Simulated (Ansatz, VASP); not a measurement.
This is a calculation of HfB for VASP 6.6.1.

Contents of INCAR:

```
ALGO = Normal ; EDIFF = 1E-7
EDIFFG = -0.005 ; ENCUT = 600
GGA = PE ; IBRION = 2
ISIF = 3 ; ISMEAR = -1
LASPH = T ; LCHARG = F
LREAL = F ; LWAVE = F
NELM = 80 ; NSW = 40
PREC = Accurate ; SIGMA = 0.05
```

The input KPOINTS:

```
k-points
0
Gamma
  10 10 10
```

The input POSCAR:

```
HfB
1.0
    0.0000000000      2.3100000000      2.3100000000
    2.3100000000      0.0000000000      2.3100000000
    2.3100000000      2.3100000000      0.0000000000
Hf B
1 1
Direct
    0.5000000000      0.5000000000      0.5000000000
    0.0000000000      0.0000000000      0.0000000000
```

Potentials or basis: VASP PAW PBE potentials, release 64 (Hf_pv, B).

Command:

```bash
$ cat potpaw_PBE.64/Hf_pv/POTCAR potpaw_PBE.64/B/POTCAR > POTCAR
$ mpirun -np 1 vasp_std > vasp.out
```

**Question.** Translate it to Ansatz 0.2.0. Potentials there: Ansatz PAW.

**Answer.** As run (the cutoff follows the program's own potentials):

File input.yaml:

```yaml
crystal:
  lattice:
    - [0.0, 2.31, 2.31]
    - [2.31, 0.0, 2.31]
    - [2.31, 2.31, 0.0]
  atoms:
    - { symbol: Hf, position: [0.5, 0.5, 0.5] }
    - { symbol: B, position: [0.0, 0.0, 0.0] }
hamiltonian:
  xc: pbe
  pseudopotentials: { kind: paw }
kpoints:
  mp_grid: { grid: [10, 10, 10] }
scf:
  occupations: { method: fermi_dirac, width: 0.05 }
output:
  forces: true
  stress: true
  eigenvalues: true
relax:
  f_tol: 0.01
  max_steps: 40
  cell: { stress_tol: 0.05 }
```

Potentials or basis: Ansatz PAW.

Launch:

```sh
$ ansatz run input.yaml --threads 2 --pin off --max-ram 5632MiB --backend cpu --events-out ev --progress --plain --runs-dir out
```

Both were run:

|  | VASP | Ansatz | Ansatz less VASP |
| --- | --- | --- | --- |
| gap on the k mesh at the Fermi level, each at its own relaxed structure (eV) | none | none | - |
| relaxed volume (Å³/atom) | 14.13 | 14.13 | -0.006 |
| relaxed cell length with the largest relative difference (Å) | 3.419 | 3.419 | -0.0005 |

A gap of «none» marks a metal or a gap that the smearing closes. VASP's potentials hold 13 valence electrons a cell and Ansatz's 29, so a difference there can come from the potentials and not from the codes.

Spin-orbit coupling is off throughout. Noted on Ansatz's run: the plane-wave basis is chosen anew once the cell has moved, so the energies of steps on either side of that aren't comparable.
